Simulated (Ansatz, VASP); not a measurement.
YbH3: VASP beside Ansatz

INCAR

```
SYSTEM = YbH3
PREC     = Accurate       ! precision mode
ENCUT    = 600            ! plane-wave cutoff, eV
EDIFF    = 1E-6           ! SCF threshold, eV
ISMEAR   = 0              ! smearing method
SIGMA    = 0.1            ! smearing width, eV
LREAL    = .False.        ! projectors in reciprocal space
LASPH    = .True.         ! aspherical terms in the spheres
NELM     = 200            ! most SCF steps
ALGO     = Normal         ! electronic algorithm
ISIF     = 2              ! what is computed and relaxed
LWAVE    = .False.        ! write WAVECAR
LCHARG   = .False.        ! write CHGCAR
GGA      = PE             ! functional
NBANDS   = 22             ! bands
GGA_COMPAT= .False.      
LMAXMIX  = 6              ! l up to which the mixer works
```

The input KPOINTS:

```
Automatic mesh
0
Gamma
  7 7 7
  0 0 0
```

File POSCAR:

```
YbH3
1.0
    0.0000000000      2.6030286164      2.6030286164
    2.6030286164      0.0000000000      2.6030286164
    2.6030286164      2.6030286164      0.0000000000
Yb H
1 3
Direct
    0.0000000000      0.0000000000      0.0000000000
    0.7500000000      0.7500000000      0.7500000000
    0.2500000000      0.2500000000      0.2500000000
    0.5000000000      0.5000000000      0.5000000000
```

Input for Ansatz:

```yaml
crystal:
  lattice:
    - [-1.0393364544615862e-21, 2.6030286163587713, 2.6030286163587713]
    - [2.6030286163587713, -7.275355181231103e-21, 2.6030286163587713]
    - [2.6030286163587713, 2.6030286163587713, -2.078672908923172e-21]
  atoms:
    - { symbol: Yb, position: [1.6403246755038053e-33, -1.577235264907505e-33, -4.416258741741014e-34] }
    - { symbol: H, position: [0.7499999999999999, 0.7499999999999999, 0.7499999999999999] }
    - { symbol: H, position: [0.25, 0.25, 0.25] }
    - { symbol: H, position: [0.5, 0.5, 0.5] }
basis:
  ecutwfc: 420.0
kpoints:
  mp_grid:
    grid: [7, 7, 7]
hamiltonian:
  xc: pbe
  pseudopotentials:
    kind: paw
scf:
  occupations:
    method: gaussian
    width: 0.1
output:
  forces: true
  stress: true
```

Alike in both runs: task single point; functional PBE; k mesh 7 × 7 × 7; occupations gaussian, width 0.1 eV; no spin polarisation.

|  | VASP | Ansatz |
| --- | --- | --- |
| version | VASP 6.6.1 | Ansatz 0.2.0 |
| potentials or method | VASP PAW PBE potentials, release 64 (Yb, H), cutoff 600 eV | plane waves, PAW |
| valence electrons in the cell | 27 | 27 |

Ansatz gave:

```
pressure (GPa) : -5.3
```

**Question.** Which values does VASP return?

**Answer.** Pressure (GPa): -5.6.

Neither program's run includes spin-orbit coupling.
